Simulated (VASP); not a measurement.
Crystal: Ga2BSb3.

```xyz
6
Lattice="4.0829 0.0000 0.0000 0.0000 4.0829 0.0000 0.0000 0.0000 8.4511" Properties=species:S:1:pos:R:3 pbc="T T T"
Ga    0.0000    2.0414    0.0000
Ga    2.0414    0.0000    0.0000
B     2.0414    2.0414    4.2256
Sb    0.0000    0.0000    7.0554
Sb    0.0000    0.0000    1.3957
Sb    2.0414    2.0414    0.0000
```

The cell was built from a structure type or drawn by symmetry, and may not be a known phase.

| Item | Value |
| --- | --- |
| Program | VASP 6.6.1 |
| Task | relaxation of cell and atoms |
| Functional | PBE |
| Potentials or basis | VASP PAW PBE potentials, release 64 (Ga_d, B, Sb) |
| Cutoff | 600 eV |
| k mesh | 4 × 4 × 2 |
| Occupations | gaussian, width 0.1 eV |
| Spin | no spin polarisation |

At the start: pressure 70.9 GPa; volume 23.48 Å³/atom.

Q: How do energy, volume and symmetry change on relaxing?

A: Over 31 steps the energy falls by 3201.3 meV/atom and the volume is 29.33 Å³/atom (+24.9 %); space group P4/mmm (No. 123, to 0.1 Å) before and after.

Step by step:
| step | energy change (eV) | largest force (eV/Å) | pressure (GPa) | volume (Å³) |
| --- | --- | --- | --- | --- |
| 1 | 0.0000 | 8.7844 | 70.95 | 140.88 |
| 2 | -11.3753 | 1.4880 | -4.35 | 457.29 |
| 3 | -17.0834 | 1.6413 | -1.98 | 255.48 |
| 4 | -17.1106 | 1.5924 | -1.69 | 252.23 |
| 5 | -17.1406 | 1.4769 | -0.99 | 245.33 |
| 6 | -17.9001 | 1.3676 | -0.96 | 238.95 |
| 7 | -15.7499 | 13.8998 | 5.88 | 213.88 |
| 8 | -18.1630 | 1.0770 | -1.25 | 235.31 |
| 9 | -18.3851 | 2.2564 | -0.28 | 225.38 |
| 10 | -18.4555 | 0.2198 | -1.02 | 229.96 |
| 11 | -18.4703 | 0.6078 | -0.90 | 228.89 |
| 12 | -18.4714 | 0.7585 | -0.85 | 228.51 |
| 13 | -18.5706 | 0.8697 | -0.47 | 220.19 |
| 14 | -18.8015 | 1.3781 | 1.26 | 196.09 |
| 15 | -18.4434 | 3.3506 | 9.57 | 151.65 |
| 16 | -18.7455 | 2.5242 | 3.44 | 182.53 |
| 17 | -18.7683 | 2.4266 | 3.42 | 181.70 |
| 18 | -18.8306 | 2.1521 | 3.40 | 179.20 |
| 19 | -18.9315 | 1.6791 | 3.40 | 174.24 |
| 20 | -19.0400 | 0.8367 | 3.73 | 164.42 |
| 21 | -19.0412 | 0.6896 | 3.85 | 161.90 |
| 22 | -19.0906 | 0.5384 | 3.16 | 164.13 |
| 23 | -19.1834 | 0.1430 | 1.20 | 170.95 |
| 24 | -19.1529 | 0.4080 | -1.73 | 185.15 |
| 25 | -19.2029 | 0.1029 | -0.11 | 176.57 |
| 26 | -19.2030 | 0.0892 | -0.01 | 176.22 |
| 27 | -19.2047 | 0.0436 | -0.04 | 176.20 |
| 28 | -19.2067 | 0.0601 | -0.03 | 176.14 |
| 29 | -19.2068 | 0.0974 | -0.02 | 176.13 |
| 30 | -19.2072 | 0.0799 | -0.04 | 176.09 |
| 31 | -19.2078 | 0.0288 | -0.09 | 175.97 |

Final structure:
```
CELL_PARAMETERS angstrom
5.40225 0.00000 0.00000
0.00000 5.40225 0.00000
0.00000 0.00000 6.02958
ATOMIC_POSITIONS crystal
Ga 0.00000 0.50000 0.00000
Ga 0.50000 0.00000 0.00000
B 0.50000 0.50000 0.50000
Sb 0.00000 0.00000 0.76958
Sb 0.00000 0.00000 0.23042
Sb 0.50000 0.50000 0.00000
```

Caveat: the k points lie up to 0.52 Å⁻¹ apart in the final cell, too coarse for converged energies and pressures of a metal; the volume moved by over 15 % at a fixed basis, so the end points are rough.
